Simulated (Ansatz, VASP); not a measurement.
## Si4Mo3: VASP beside Ansatz

Contents of INCAR:

```
PREC = Accurate
ENCUT = 500
EDIFF = 1E-7
ISMEAR = 0
SIGMA = 0.2
LREAL = False
LASPH = True
NELM = 120
ALGO = Normal
ISIF = 3
LWAVE = False
LCHARG = False
GGA = PE
IBRION = 2
NSW = 36
EDIFFG = -0.08
GGA_COMPAT = False
NELMIN = 4
```

KPOINTS

```
Automatic mesh
0
Gamma
  4 4 3
```

POSCAR

```
Si4Mo3
1.0
    4.4961946500      0.0000000000      0.0000000000
   -2.2480973300      3.8938187900      0.0000000000
    0.0000000000      0.0000000000      6.9234813600
Si Mo
4 3
Direct
    0.3333333300      0.6666666700      0.7783285400
    0.3333333300      0.6666666700      0.2216714600
    0.6666666700      0.3333333300      0.2216714600
    0.6666666700      0.3333333300      0.7783285400
    0.5000000000      0.0000000000      0.0000000000
    0.0000000000      0.5000000000      0.0000000000
    0.5000000000      0.5000000000      0.0000000000
```

Input for Ansatz:

```yaml
crystal:
  lattice:
    - [4.49619465, 0.0, 0.0]
    - [-2.24809733, 3.89381879, 0.0]
    - [0.0, 0.0, 6.92348136]
  atoms:
    - { symbol: Si, position: [0.33333333, 0.66666667, 0.77832854] }
    - { symbol: Si, position: [0.33333333, 0.66666667, 0.22167146] }
    - { symbol: Si, position: [0.66666667, 0.33333333, 0.22167146] }
    - { symbol: Si, position: [0.66666667, 0.33333333, 0.77832854] }
    - { symbol: Mo, position: [0.5, 0.0, 0.0] }
    - { symbol: Mo, position: [0.0, 0.5, 0.0] }
    - { symbol: Mo, position: [0.5, 0.5, 0.0] }
basis:
  ecutwfc: 420
kpoints:
  mp_grid: { grid: [4, 4, 3] }
hamiltonian:
  xc: pbe
scf:
  occupations: { method: gaussian, width: 0.2 }
  lower_state_search: "off"
output:
  forces: true
  stress: true
  eigenvalues: true
relax:
  adjacent_minimum: "off"
  f_tol: 0.08
  max_steps: 16
  cell: { stress_tol: 0.8 }
```

Alike in both runs: task relaxation of cell and atoms; functional PBE; k mesh 4 × 4 × 3; occupations gaussian, width 0.2 eV; no spin polarisation.

|  | VASP | Ansatz |
| --- | --- | --- |
| version | VASP 6.6.1 | Ansatz 0.2.0 |
| potentials or method | VASP PAW PBE potentials, release 64 (Si, Mo_sv), cutoff 500 eV | scalar-relativistic, plane waves, PAW |
| valence electrons in the cell | 58 | 58 |

```csv
,VASP,Ansatz,Ansatz less VASP
"gap on the k mesh at the Fermi level, each at its own relaxed structure (eV)",none,none,-
relaxed volume (Å³/atom),22.31,22.47,+0.154
relaxed cell length with the largest relative difference (Å),5.312,5.341,+0.0290
```

A gap of «none» marks a metal or a gap that the smearing closes.

The k mesh is coarse, so the values compare programs but aren't converged. Noted on VASP's run: the volume moved by over 15 % at a fixed basis, so the end points are rough.
